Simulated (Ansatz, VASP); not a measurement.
# Two plane-wave programs on Ir

Contents of INCAR:

```
PREC = Accurate
ENCUT = 520
EDIFF = 1E-6
ISMEAR = 0
SIGMA = 0.15
LREAL = False
LASPH = True
NELM = 60
ALGO = Fast
ISIF = 2
LWAVE = False
LCHARG = False
GGA = PE
NBANDS = 16
```

Contents of KPOINTS:

```
regular mesh
0
Gamma
  18 18 12
```

File POSCAR:

```
Ir
1.0
    2.6413227788      0.0000000000      0.0000000000
   -1.3206613894      2.2874526260      0.0000000000
    0.0000000000      0.0000000000      4.6407816000
Ir
2
Direct
    0.6666666667      0.3333333333      0.7500000000
    0.3333333333      0.6666666667      0.2500000000
```

Input for Ansatz:

```yaml
crystal:
  lattice:
    - [2.6413227788, 0.0, 0.0]
    - [-1.3206613894, 2.287452626, 0.0]
    - [0.0, 0.0, 4.6407816]
  atoms:
    - { symbol: Ir, position: [0.6666666667, 0.3333333333, 0.75] }
    - { symbol: Ir, position: [0.3333333333, 0.6666666667, 0.25] }
basis:
  ecutwfc: 420
kpoints:
  mp_grid: { grid: [18, 18, 12] }
hamiltonian:
  xc: pbe
scf:
  occupations: { method: gaussian, width: 0.15 }
output:
  forces: true
  stress: true
  eigenvalues: true
  write_density: true
  write_potential: true
  elf: true
  volumetric_format: npy
```

Change from the starting cell: strain -0.040 along x and y, +0.040 along z, atoms carried along.

Alike in both runs: task single point; functional PBE; k mesh 18 × 18 × 12; occupations gaussian, width 0.15 eV; no spin polarisation.

|  | VASP | Ansatz |
| --- | --- | --- |
| version | VASP 6.6.1 | Ansatz 0.2.0 |
| potentials or method | VASP PAW PBE potentials, release 64 (Ir), cutoff 520 eV | scalar-relativistic, plane waves, PAW |
| valence electrons in the cell | 18 | 34 |

```tsv
	VASP	Ansatz	Ansatz less VASP
gap on the k mesh at the Fermi level (eV)	none	none	-
pressure (GPa)	17.9	17.2	-0.67
traceless stress, the component that is largest in VASP (GPa)	-22.67	-22.69	-0.018
```

A gap of «none» marks a metal or a gap that the smearing closes. VASP's potentials hold 18 valence electrons a cell and Ansatz's 34, so a difference there can come from the potentials and not from the codes.

Neither program's run includes spin-orbit coupling.
